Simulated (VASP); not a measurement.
# Be3Pd2S (R-3m) in VASP: a series of runs

Runs on Be3Pd2S. Level: PBE. Tasks: single point, relaxation of cell and atoms.

Program: VASP 6.6.1. These are calculated values, not measurements. Logs are shortened: lines on timing, memory, paths and dates and some standing lists are left out, and cuts for length are marked.

### Step 1. The cell of the first run

It takes space group R-3m (No. 166, trigonal). The conventional cell has a = 4.751 Å, b = 4.751 Å, c = 10.605 Å, α = 90.00°, β = 90.00°, γ = 120.00°. Be (site symmetry 2/m) has 2 S at 2.24 Å and 4 Be at 2.38 Å and 6 Pd at 2.56 to 2.74 Å within 3.0 Å. Within 3.4 Å of Pd (site symmetry 3m) lie 9 Be at 2.56 to 2.74 Å and 4 Pd at 2.75 to 2.85 Å and 3 S at 2.77 Å. Within 3.0 Å of S (site symmetry -3m) lie 6 Be at 2.24 Å and 6 Pd at 2.77 Å.

### Step 2. Single point, PBE

The input, INCAR:

```
  PREC = Accurate
  ENCUT = 520
  EDIFF = 1E-6
  ISMEAR = 0
  SIGMA = 0.1
  LREAL = False
  LASPH = True
  NELM = 60
  ALGO = Normal
  ISIF = 2
  LWAVE = False
  LCHARG = False
  GGA = PE
  NBANDS = 25
```

The input, KPOINTS:

```
Automatic mesh
0
Gamma
  6 6 6
```

The input, POSCAR:

```
Be3Pd2S
1.0
    2.3756351884      1.3715736171      3.5350088630
   -2.3756351884      1.3715736171      3.5350088630
    0.0000000000     -2.7431472296      3.5350088648
Be Pd S
3 2 1
Direct
    0.0000000000      0.5000000000      0.0000000000
    0.5000000000      0.0000000000      0.0000000000
    0.0000000000      0.0000000000      0.5000000000
    0.6294234535      0.6294234535      0.6294234535
    0.3705765465      0.3705765465      0.3705765465
    0.0000000000      0.0000000000      0.0000000000
```

Potentials or basis: VASP PAW PBE potentials, release 64 (Be, Pd, S).

Launch:

```sh
> cat potpaw_PBE.64/Be/POTCAR potpaw_PBE.64/Pd/POTCAR potpaw_PBE.64/S/POTCAR > POTCAR
> mpirun -np 1 vasp_std > vasp.out
```

OUTCAR:

```text
PREC = Accurate
   ENCUT = 520
   EDIFF = 1E-6
   ISMEAR = 0
   LREAL = False
   LASPH = True
   NELM = 60
   ISIF = 2
   GGA = PE

 ion  position               nearest neighbor table
   1  0.000  0.500  0.000-   6 2.24   6 2.24   2 2.38   2 2.38   3 2.38   3 2.38   4 2.56   5 2.56
                             4 2.74   5 2.74   5 2.74   4 2.74
   2  0.500  0.000  0.000-   6 2.24   6 2.24   1 2.38   1 2.38   3 2.38   3 2.38   4 2.56   5 2.56
                             5 2.74   4 2.74   5 2.74   4 2.74
   3  0.000  0.000  0.500-   6 2.24   6 2.24   2 2.38   1 2.38   1 2.38   2 2.38   4 2.56   5 2.56
                             4 2.74   5 2.74   4 2.74   5 2.74
   4  0.629  0.629  0.629-   1 2.56   2 2.56   3 2.56   3 2.74   3 2.74   1 2.74   2 2.74   1 2.74
                             2 2.74   5 2.75   6 2.77   6 2.77   6 2.77   5 2.85   5 2.85   5 2.85
   5  0.371  0.371  0.371-   1 2.56   2 2.56   3 2.56   3 2.74   3 2.74   1 2.74   2 2.74   2 2.74
                             1 2.74   4 2.75   6 2.77   6 2.77   6 2.77   4 2.85   4 2.85   4 2.85
   6  0.000  0.000  0.000-   1 2.24   2 2.24   1 2.24   2 2.24   3 2.24   3 2.24   4 2.77   5 2.77
                             4 2.77   5 2.77   4 2.77   5 2.77

  LATTYP: Found a trigonal (rhomboedric) cell.
 ALAT       =     4.4744993460
 COS(alpha) =     0.4362317721

  Lattice vectors:

 A1 = (   2.3756351884,   1.3715736171,   3.5350088630)
 A2 = (  -2.3756351884,   1.3715736171,   3.5350088630)
 A3 = (   0.0000000000,  -2.7431472296,   3.5350088648)

Analysis of symmetry for initial positions (statically):
=====================================================================
 Subroutine PRICEL returns:
 Original cell was already a primitive cell.

 Routine SETGRP: Setting up the symmetry group for a
 trigonal (rhombohedral) supercell.

 Subroutine GETGRP returns: Found 12 space group operations
 (whereof 12 operations were pure point group operations)
 out of a pool of 12 trial point group operations.

The static configuration has the point symmetry D_3d.

Analysis of symmetry for dynamics (positions and initial velocities):
=====================================================================
 Subroutine PRICEL returns:
 Original cell was already a primitive cell.

 Routine SETGRP: Setting up the symmetry group for a
 trigonal (rhombohedral) supercell.

 Subroutine GETGRP returns: Found 12 space group operations
 (whereof 12 operations were pure point group operations)
 out of a pool of 12 trial point group operations.

The dynamic configuration has the point symmetry D_3d.

 Subroutine INISYM returns: Found 12 space group operations
 (whereof 12 operations are pure point group operations),
[... 105 lines left out ...]
   LREAL  =      F    real-space projection
   EDIFFG = 0.1E-04   stopping-criterion for IOM
   NSW    =      0    number of steps for IOM
   IBRION =     -1    ionic relax: 0-MD 1-quasi-New 2-CG
   NFREE  =      0    steps in history (QN), initial steepest desc. (CG)
   ISIF   =      2    stress and relaxation
   ISYM   =      2    0-nonsym 1-usesym 2-fastsym
   POTIM  = 0.5000    time-step for ionic-motion
   TEBEG  =    0.0;   TEEND  =   0.0 temperature during run
   PSTRESS=    0.0 pullay stress
   NELECT =      32.0000    total number of electrons
   NUPDOWN=      -1.0000    fix difference up-down
   EMIN   =  10.00;   EMAX   =-10.00  energy-range for DOS
   EFERMI =   0.00;   METHOD = LEGACY
   ISMEAR =     0;   SIGMA  =   0.10  broadening in eV -4-tet -1-fermi 0-gaus
   EFERMI_NEDOS =   21; number of points for ismear=-14 and -15
   IALGO  =     38    algorithm
   IMIX   =      4    mixing-type and parameters
     AMIX     =   0.40;   BMIX     =  1.00
     AMIX_MAG =   1.60;   BMIX_MAG =  1.00
  volume/ion in A,a.u.               =      11.52        77.73
  Fermi-wavevector in a.u.,A,eV,Ry     =   1.266518  2.393372 21.824659  1.604067
  Thomas-Fermi vector in A             =   2.399714
   LORBIT       =      0    0 simple, 1 ext, 2 COOP (PROOUT), +10 PAW based schemes
   GGA     = PE    functional components
   LHFCALC =     F    Hartree Fock is set to
   AEXX    =    0.0000 exact exchange contribution
   IVDW    =     0    specifies the selected vdW correction
   LEPSILON=     F    determine dielectric tensor
   LRPA    =     F    only Hartree local field effects (RPA)
 non-spin polarized calculation
 Gauss-broadening in eV      SIGMA  =   0.10
  energy-cutoff  :      520.00
  volume of cell :       69.11
 maximum number of plane-waves:      1878
 NGX is ok and might be reduce to    36
   NGX = 17   NGY = 17   NGZ = 17

 number of electron      31.9999999 magnetization

 Free energy of the ion-electron system (eV)
  ---------------------------------------------------
  ext. energy  EPLUGINS =         0.00000000
  ---------------------------------------------------
  free energy    TOTEN  =       -26.44590678 eV

  energy without entropy =      -26.43312542  energy(sigma->0) =      -26.43951610

 E-fermi :   9.4233     XC(G=0): -11.8289

 val. band max:        9.4165530648   @ k =  -0.3333   0.3333   0.0000
 cond. band min:       9.4451497926   @ k =   0.5000   0.3333   0.3333
 fundamental gap:      0.0285967278
 Fermi energy:         9.4233484603

 k-point     1 :       0.0000    0.0000    0.0000
  band No.  band energies     occupation
      1      -6.5562      2.00000
      2       1.7553      2.00000
      3       2.2483      2.00000
      4       2.2483      2.00000
      5       3.2132      2.00000
      6       4.3755      2.00000
[... 661 lines left out ...]
     24      17.2496      0.00000
     25      18.3536      0.00000

 [... further k-points ...]
[... 5 lines left out ...]
  --------------------------------------------------------------------------------------
  -------------------------------------------------------------------------------------
  Total       -0.0230095     -0.0230095      0.0517848      0.0000000      0.0000000      0.0000000
  in kB       -0.5334291     -0.5334291      1.2005269      0.0000000      0.0000000      0.0000000
  external PRESSURE =       0.0445562 kB  Pullay stress =       0.0000000 kB

 VOLUME and BASIS-vectors are now :
 -----------------------------------------------------------------------------
  energy-cutoff  :      520.00
  volume of cell :       69.11
      direct lattice vectors                 reciprocal lattice vectors
     2.375635188  1.371573617  3.535008863     0.210470026  0.121514926  0.094294907
    -2.375635188  1.371573617  3.535008863    -0.210470026  0.121514926  0.094294907
     0.000000000 -2.743147230  3.535008865     0.000000000 -0.243029852  0.094294907

 POSITION                                       TOTAL-FORCE (eV/Angst)
 -----------------------------------------------------------------------------------
     -1.18782      0.68579      1.76750         0.000000      0.000000     -0.000000
      1.18782      0.68579      1.76750        -0.000000      0.000000     -0.000000
      0.00000     -1.37157      1.76750         0.000000      0.000000     -0.000000
      0.00000      0.00000      6.67505        -0.000000      0.000000      0.005003
      0.00000      0.00000      3.92997        -0.000000     -0.000000     -0.005003
      0.00000      0.00000      0.00000        -0.000000      0.000000     -0.000000
 -----------------------------------------------------------------------------------
    total drift:                                0.000000     -0.000000      0.000000

  FREE ENERGIE OF THE ION-ELECTRON SYSTEM (eV)
  ---------------------------------------------------
  free  energy   TOTEN  =       -26.4459067818 eV

  energy  without entropy=      -26.4331254247  energy(sigma->0) =      -26.43951610
```

OSZICAR:

```text
N       E                     dE             d eps       ncg     rms          rms(c)
DAV:   1     0.149534136638E+03    0.14953E+03   -0.14670E+04  1600   0.117E+03
DAV:   2    -0.204679047430E+02   -0.17000E+03   -0.15583E+03  1814   0.252E+02
DAV:   3    -0.274938902162E+02   -0.70260E+01   -0.68154E+01  2130   0.535E+01
DAV:   4    -0.276211239822E+02   -0.12723E+00   -0.12700E+00  1822   0.832E+00
DAV:   5    -0.276239163050E+02   -0.27923E-02   -0.27911E-02  2133   0.116E+00    0.218E+01
DAV:   6    -0.268349152288E+02    0.78900E+00   -0.52563E+00  1768   0.216E+01    0.122E+01
DAV:   7    -0.264770409918E+02    0.35787E+00   -0.12588E+00  1724   0.119E+01    0.677E+00
DAV:   8    -0.264518661019E+02    0.25175E-01   -0.10947E-01  2045   0.213E+00    0.196E+00
DAV:   9    -0.264459569067E+02    0.59092E-02   -0.14563E-02  1947   0.112E+00    0.231E-01
DAV:  10    -0.264459173918E+02    0.39515E-04   -0.38971E-03  1820   0.489E-01    0.825E-02
DAV:  11    -0.264459121220E+02    0.52698E-05   -0.10869E-04  1985   0.107E-01    0.621E-02
DAV:  12    -0.264459062748E+02    0.58472E-05   -0.13792E-05  2005   0.330E-02    0.571E-03
DAV:  13    -0.264459067818E+02   -0.50694E-06   -0.35975E-06  1728   0.115E-02
   1 F= -.26445907E+02 E0= -.26439516E+02  d E =-.127814E-01
```

stdout:

```text
POSCAR found type information on POSCAR BePdS
 POSCAR found :  3 types and       6 ions
 scaLAPACK will be used
 LDA part: xc-table for (Slater+PW92), standard interpolation
 POSCAR, INCAR and KPOINTS ok, starting setup
 FFT: planning ... GRIDC
 FFT: planning ... GRID_SOFT
 FFT: planning ... GRID
 WAVECAR not read
 entering main loop
```

It took 21 s on 1 thread of Intel Xeon 6975P-C (Granite Rapids), shared host; peak memory 0.23 GiB.

What came out:

| Quantity | Value |
| --- | --- |
| Free energy | -26.4459 eV |
| Pressure | 0.0 GPa |
| Largest force | 0.005 eV/Å |
| Band gap on the k mesh | zero (band 16 reaches 10.44 eV, above the bottom of band 17 at 8.59 eV) |

Forces on the atoms (eV/Å):
```
Be   0.000  0.000  0.000
Be   0.000  0.000  0.000
Be   0.000  0.000  0.000
Pd   0.000  0.000  0.005
Pd   0.000  0.000 -0.005
S    0.000  0.000  0.000
```

Stress tensor (GPa, compression positive):
```
-0.05  0.00  0.00
 0.00 -0.05  0.00
 0.00  0.00  0.12
```

### Step 3. Relaxation of cell and atoms, PBE

This run uses another cell than the first one, of 13.04 Å³/atom, 1.132 times its volume.

The input, INCAR:

```
  ALGO = Normal
  EDIFF = 1E-6
  EDIFFG = -0.04
  ENCUT = 600
  GGA = PE
  IBRION = 2
  ISIF = 3
  ISMEAR = 0
  LASPH = T
  LCHARG = F
  LREAL = F
  LWAVE = F
  NELM = 80
  NSW = 90
  PREC = Accurate
  SIGMA = 0.1
```

The input, KPOINTS:

```
k-points
0
Gamma
  6 6 6
```

The input, POSCAR:

```
Be3Pd2S
1.0
    2.4259068700      1.4005979900      3.8391385600
   -2.4259068700      1.4005979900      3.8391385600
    0.0000000000     -2.8011959700      3.8391385600
Be Pd S
3 2 1
Direct
    0.0000000000      0.5000000000      0.0000000000
    0.5000000000      0.0000000000      0.0000000000
    0.0000000000      0.0000000000      0.5000000000
    0.6237660100      0.6237660100      0.6237660100
    0.3762339900      0.3762339900      0.3762339900
    0.0000000000      0.0000000000      0.0000000000
```

Potentials or basis: VASP PAW PBE potentials, release 64 (Be, Pd, S).

Launch:

```sh
> cat potpaw_PBE.64/Be/POTCAR potpaw_PBE.64/Pd/POTCAR potpaw_PBE.64/S/POTCAR > POTCAR
> mpirun -np 1 vasp_std > vasp.out
```

OUTCAR:

```text
EDIFF = 1E-6
   EDIFFG = -0.04
   ENCUT = 600
   GGA = PE
   IBRION = 2
   ISIF = 3
   ISMEAR = 0
   LASPH = T
   LREAL = F
   NELM = 80
   NSW = 90
   PREC = Accurate

 ion  position               nearest neighbor table
   1  0.000  0.500  0.000-   6 2.38   6 2.38   4 2.79   5 2.79   5 2.81   4 2.81   4 2.81   5 2.81

   2  0.500  0.000  0.000-   6 2.38   6 2.38   4 2.79   5 2.79   5 2.81   4 2.81   5 2.81   4 2.81

   3  0.000  0.000  0.500-   6 2.38   6 2.38   4 2.79   5 2.79   4 2.81   4 2.81   5 2.81   5 2.81

   4  0.624  0.624  0.624-   1 2.79   2 2.79   3 2.79   3 2.81   3 2.81   1 2.81   2 2.81   1 2.81
                             2 2.81   6 2.84   6 2.84   6 2.84   5 2.85   5 2.97   5 2.97   5 2.97
   5  0.376  0.376  0.376-   1 2.79   2 2.79   3 2.79   3 2.81   3 2.81   2 2.81   1 2.81   1 2.81
                             2 2.81   6 2.84   6 2.84   6 2.84   4 2.85   4 2.97   4 2.97   4 2.97
   6  0.000  0.000  0.000-   3 2.38   3 2.38   1 2.38   2 2.38   1 2.38   2 2.38   4 2.84   5 2.84
                             4 2.84   5 2.84   4 2.84   5 2.84

  LATTYP: Found a trigonal (rhomboedric) cell.
 ALAT       =     4.7524397677
 COS(alpha) =     0.4788712867
[... 399 lines left out ...]
  free energy    TOTEN  =       -26.44835899 eV

  energy without entropy =      -26.43607197  energy(sigma->0) =      -26.44221548

 E-fermi :   9.4147     XC(G=0): -11.8276

 val. band max:        9.3958088867   @ k =  -0.3333   0.3333   0.0000
 cond. band min:       9.4472827495   @ k =   0.5000   0.3333   0.3333
 fundamental gap:      0.0514738628
 Fermi energy:         9.4146955443

 k-point     1 :       0.0000    0.0000    0.0000
  band No.  band energies     occupation
      1      -6.5514      2.00000
      2       1.7569      2.00000
      3       2.2523      2.00000
      4       2.2523      2.00000
      5       3.2057      2.00000
      6       4.3780      2.00000
[... 541 lines left out ...]
     19      12.3545      0.00000
     20      13.3365      0.00000

 [... further k-points ...]
[... 5 lines left out ...]
  --------------------------------------------------------------------------------------
  -------------------------------------------------------------------------------------
  Total       -0.0189914     -0.0189914      0.0405181      0.0000000      0.0000000      0.0000000
  in kB       -0.4401225     -0.4401225      0.9390022      0.0000000      0.0000000      0.0000000
  external PRESSURE =       0.0195857 kB  Pullay stress =       0.0000000 kB
[... 21 lines left out ...]
  FREE ENERGIE OF THE ION-ELECTRON SYSTEM (eV)
  ---------------------------------------------------
  free  energy   TOTEN  =       -26.4483589899 eV

  energy  without entropy=      -26.4360719739  energy(sigma->0) =      -26.44221548

 reached required accuracy - stopping structural energy minimisation
```

OSZICAR:

```text
N       E                     dE             d eps       ncg     rms          rms(c)
DAV:   1     0.158828968283E+03    0.15883E+03   -0.15879E+04  1280   0.162E+03
[... 106 lines left out ...]
DAV:   1    -0.264519054739E+02   -0.39910E-02   -0.71322E-02  1284   0.236E+00    0.447E-01
DAV:   2    -0.264491402675E+02    0.27652E-02   -0.20908E-02  1348   0.147E+00    0.201E-01
DAV:   3    -0.264484149807E+02    0.72529E-03   -0.23221E-03  1364   0.531E-01    0.758E-02
DAV:   4    -0.264483603387E+02    0.54642E-04   -0.42442E-04  1528   0.125E-01    0.355E-02
DAV:   5    -0.264483554633E+02    0.48755E-05   -0.26117E-05  1544   0.465E-02    0.249E-02
DAV:   6    -0.264483585846E+02   -0.31213E-05   -0.92712E-06  1484   0.187E-02    0.560E-03
DAV:   7    -0.264483589899E+02   -0.40530E-06   -0.13701E-06   704   0.113E-02
  12 F= -.26448359E+02 E0= -.26442215E+02  d E =-.445003E-03
```

CONTCAR:

```text
Be3Pd2S
   1.00000000000000
     2.3732257037595672    1.3701825040029652    3.5434342885745305
    -2.3732257037595672    1.3701825040029652    3.5434342885745305
    -0.0000000000000000   -2.7403649989990462    3.5434342888508028
  Be              Pd              S
     3     2     1
Direct
     0.0000000000000000    0.5000000000000000    0.0000000000000000
     0.5000000000000000    0.0000000000000000    0.0000000000000000
     0.0000000000000000    0.0000000000000000    0.5000000000000000
     0.6288998773386089    0.6288998773386089    0.6288998773387102
     0.3711001226613913    0.3711001226613913    0.3711001226612897
     0.0000000000000000    0.0000000000000000    0.0000000000000000

  0.00000000E+00  0.00000000E+00  0.00000000E+00
  0.00000000E+00  0.00000000E+00  0.00000000E+00
  0.00000000E+00  0.00000000E+00  0.00000000E+00
  0.00000000E+00  0.00000000E+00  0.00000000E+00
  0.00000000E+00  0.00000000E+00  0.00000000E+00
  0.00000000E+00  0.00000000E+00  0.00000000E+00
```

It took 3 min on 1 thread of Intel Xeon 6975P-C (Granite Rapids), shared host; peak memory 0.28 GiB.

Results:

```
Free energy                            : -26.4484 eV
Relaxed volume                         : 11.52 Å³/atom
Relaxed cell                           : a = 4.479 Å, b = 4.479 Å, c = 4.479 Å, α = 63.98°, β = 63.98°, γ = 63.98°
Space group after relaxing (to 0.05 Å) : R-3m (No. 166)
Energy gained by relaxing              : 73.8 meV/atom
Ionic steps                            : 12
Pressure after relaxing                : 0.0 GPa
Largest force after relaxing           : 0.020 eV/Å
Band gap on the k mesh                 : zero (band 16 reaches 10.43 eV, above the bottom of band 17 at 8.59 eV)
```

Forces in eV/Å, atoms in the order of the input:
```
Be   0.000  0.000  0.000
Be   0.000  0.000  0.000
Be   0.000  0.000  0.000
Pd   0.000  0.000  0.020
Pd   0.000  0.000 -0.020
S    0.000  0.000  0.000
```

The path:
```tsv
step	energy change (eV)	largest force (eV/Å)	pressure (GPa)	volume (Å³)
1	0.0000	0.1791	-13.00	78.27
2	-0.3966	0.2039	4.74	66.88
3	-0.4269	0.0996	0.02	69.01
4	-0.4267	0.1076	0.41	68.83
5	-0.4290	0.0888	-0.19	69.12
6	-0.4303	0.0602	-1.11	69.58
7	-0.4314	0.0588	-1.05	69.57
8	-0.4342	0.0546	-0.98	69.54
9	-0.4387	0.0483	-0.79	69.47
10	-0.4421	0.0405	-0.34	69.32
11	-0.4421	0.0419	-0.40	69.34
12	-0.4426	0.0201	0.00	69.13
```

Final structure:
```
Be Pd S
1.0
     2.37323    1.37018    3.54343
    -2.37323    1.37018    3.54343
     0.00000   -2.74037    3.54343
Be Pd S
3 2 1
Direct
  0.00000 0.50000 0.00000
  0.50000 0.00000 0.00000
  0.00000 0.00000 0.50000
  0.62890 0.62890 0.62890
  0.37110 0.37110 0.37110
  0.00000 0.00000 0.00000
```
